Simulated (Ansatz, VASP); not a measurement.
NaCl in VASP and in Ansatz

File INCAR:

```
PREC = Accurate ; ENCUT = 520
EDIFF = 1E-7 ; ISMEAR = 0
SIGMA = 0.1 ; LREAL = F
LASPH = T ; NELM = 100
ALGO = Normal ; ISIF = 2
LWAVE = F ; LCHARG = F
GGA = PE ; NBANDS = 38
```

The input KPOINTS:

```
Automatic mesh
0
Gamma
  4 2 2
```

Contents of POSCAR:

```
NaCl
1.0
   -2.2193421364      2.2193421364     -3.1043318560
    6.6580264092      2.2193421364     -3.1043318560
   -2.2193421364     -6.6580264092     -3.1043318560
Na Cl
4 4
Direct
    0.0000000000      0.0000000000      0.0000000000
    0.5000000000      0.5000000000      1.0000000000
    0.0000000000      0.5000000000      0.5000000000
    0.5000000000      0.0000000000      0.5000000000
    0.5000000000      0.1250000000      0.8750000000
    0.0000000000      0.6250000000      0.8750000000
    0.5000000000      0.6250000000      0.3750000000
    0.0000000000      0.1250000000      0.3750000000
```

Input for Ansatz:

```yaml
crystal:
  lattice:
    - [-2.2193421364, 2.2193421364, -3.104331856]
    - [6.6580264092, 2.2193421364, -3.104331856]
    - [-2.2193421364, -6.6580264092, -3.104331856]
  atoms:
    - { symbol: Na, position: [0.0, 0.0, 0.0] }
    - { symbol: Na, position: [0.5, 0.5, 1.0] }
    - { symbol: Na, position: [0.0, 0.5, 0.5] }
    - { symbol: Na, position: [0.5, 0.0, 0.5] }
    - { symbol: Cl, position: [0.5, 0.125, 0.875] }
    - { symbol: Cl, position: [0.0, 0.625, 0.875] }
    - { symbol: Cl, position: [0.5, 0.625, 0.375] }
    - { symbol: Cl, position: [0.0, 0.125, 0.375] }
basis:
  ecutwfc: 420
kpoints:
  mp_grid: { grid: [4, 2, 2] }
hamiltonian:
  xc: pbe
scf:
  occupations: { method: gaussian, width: 0.1 }
  lower_state_search: "off"
output:
  forces: true
  stress: true
  eigenvalues: true
```

Alike in both runs: task single point; functional PBE; k mesh 4 × 2 × 2; occupations gaussian, width 0.1 eV; no spin polarisation.

|  | VASP | Ansatz |
| --- | --- | --- |
| version | VASP 6.6.1 | Ansatz 0.2.0 |
| potentials or method | VASP PAW PBE potentials, release 64 (Na_pv, Cl), cutoff 520 eV | scalar-relativistic, plane waves, PAW |
| valence electrons in the cell | 56 | 64 |

|  | VASP | Ansatz | Ansatz less VASP |
| --- | --- | --- | --- |
| gap on the k mesh at the Fermi level (eV) | 4.84 | 4.84 | +0.001 |
| least direct gap on the mesh (eV) | 4.84 | 4.84 | +0.001 |
| pressure (GPa) | 0.0 | 0.0 | +0.02 |

VASP's potentials hold 56 valence electrons a cell and Ansatz's 64, so a difference there can come from the potentials and not from the codes.

The k mesh is coarse, so the values compare programs but aren't converged.
